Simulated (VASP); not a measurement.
**Hf3ZrSe8: single point with PBE**

Hf3ZrSe8:

```xyz
12
Lattice="3.7793 0.0000 0.0000 -1.8896 3.2730 0.0000 0.0000 0.0000 28.0165" Properties=species:S:1:pos:R:3 pbc="T T T"
Zr    0.0000    0.0000   14.0082
Hf    0.0000    0.0000    0.0000
Hf    0.0000    0.0000    7.0253
Hf    0.0000    0.0000   20.9911
Se    0.0000    2.1820    1.5731
Se    0.0000    2.1820    8.5985
Se    0.0000    2.1820   15.6003
Se    0.0000    2.1820   22.5643
Se    1.8896    1.0910    5.4522
Se    1.8896    1.0910   12.4162
Se    1.8896    1.0910   19.4180
Se    1.8896    1.0910   26.4434
```

* Program: VASP 6.6.1
* Task: single point
* Functional: PBE
* Potentials or basis: VASP PAW PBE potentials, release 64 (Zr_sv, Hf_pv, Se)
* Cutoff: 520 eV
* k mesh: 6 × 6 × 1
* Occupations: gaussian, width 0.1 eV
* Spin: no spin polarisation

```
Pressure               : -0.1 GPa
Largest force          : 0.059 eV/Å
Band gap on the k mesh : 0.41 eV (least direct gap 1.10 eV)
```

Forces in eV/Å, atoms in the order of the input:
```
Zr   0.000  0.000  0.000
Hf   0.000  0.000  0.000
Hf   0.000  0.000  0.000
Hf   0.000  0.000  0.000
Se   0.000  0.000 -0.058
Se   0.000  0.000 -0.058
Se   0.000  0.000 -0.002
Se   0.000  0.000 -0.059
Se   0.000  0.000  0.059
Se   0.000  0.000  0.002
Se   0.000  0.000  0.058
Se   0.000  0.000  0.058
```

Stress tensor (GPa, compression positive):
```
 0.00  0.00  0.00
 0.00  0.00  0.00
 0.00  0.00 -0.26
```

Levels at points of the mesh, in eV from the valence-band top:
```tsv
k point	band 43	band 44	band 45	band 46	band 47	band 48
(0.00, 0.00, 0.00)	-0.03	0.00	0.00	1.10	1.10	1.45
(0.50, 0.00, 0.00)	-1.20	-1.18	-1.05	0.41	0.58	0.61
```

Wall time 2.9 min on 1 thread of Intel(R) Xeon(R) Platinum 8375C CPU @ 2.90GHz (Ice Lake), with other jobs on the host, peak memory 0.49 GiB.

Caveat: spin-orbit coupling is left out, which moves the levels of the heavy elements; an odd mesh through Γ misses points on the zone boundary, where band edges can lie; this functional lacks dispersion, which binds the layers, so the pressure and a relaxed spacing across them are unreliable.
